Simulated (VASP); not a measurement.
Set up this calculation in VASP 6.6.1, as the native input.

* Task: single point
* Functional: PBE
* Potentials or basis: VASP PAW PBE potentials, release 64 (In_d, B, As)
* Cutoff: 520 eV
* k mesh: 3 × 3 × 6
* Occupations: gaussian, width 0.1 eV
* Spin: no spin polarisation
* Dipole correction: no
* Further INCAR settings: ALGO = Normal; EDIFF = 1e-06; NBANDS = 34

The structure of In3B2As lies in POSCAR:

```
In3B2As
1.0
    6.7709227684      0.0000000000      0.0000000000
   -3.3854613842      5.8637911245      0.0000000000
    0.0000000000      0.0000000000      3.0232225263
In B As
3 2 1
Direct
    0.5000000000      0.0000000000      0.5000000000
    0.0000000000      0.5000000000      0.5000000000
    0.5000000000      0.5000000000      0.5000000000
    0.3333333333      0.6666666667      0.0000000000
    0.6666666667      0.3333333333      0.0000000000
    0.0000000000      0.0000000000      0.0000000000
```

These files were run (other wordings do the same):

INCAR

```
PREC = Accurate ; ENCUT = 520
EDIFF = 1E-6 ; ISMEAR = 0
SIGMA = 0.1 ; LREAL = False
LASPH = True ; NELM = 100
ALGO = Normal ; ISIF = 2
LWAVE = False ; LCHARG = False
GGA = PE ; NBANDS = 34
```

KPOINTS

```
regular mesh
0
Gamma
  3 3 6
```

Potentials or basis: VASP PAW PBE potentials, release 64 (In_d, B, As).

Run with:

```sh
$ cat potpaw_PBE.64/In_d/POTCAR potpaw_PBE.64/B/POTCAR potpaw_PBE.64/As/POTCAR > POTCAR
$ mpirun -np 1 vasp_std > vasp.out
```

Results of the run:

```
Pressure               : -0.1 GPa
Band gap on the k mesh : zero (band 25 reaches 7.98 eV, above the bottom of band 26 at 5.78 eV)
```

Caveat: spin-orbit coupling is left out, which moves the levels of the heavy elements.

Wall time 30 s on 1 thread of Intel(R) Xeon(R) 6975P-C (Granite Rapids), on a shared host, peak memory 0.24 GiB.
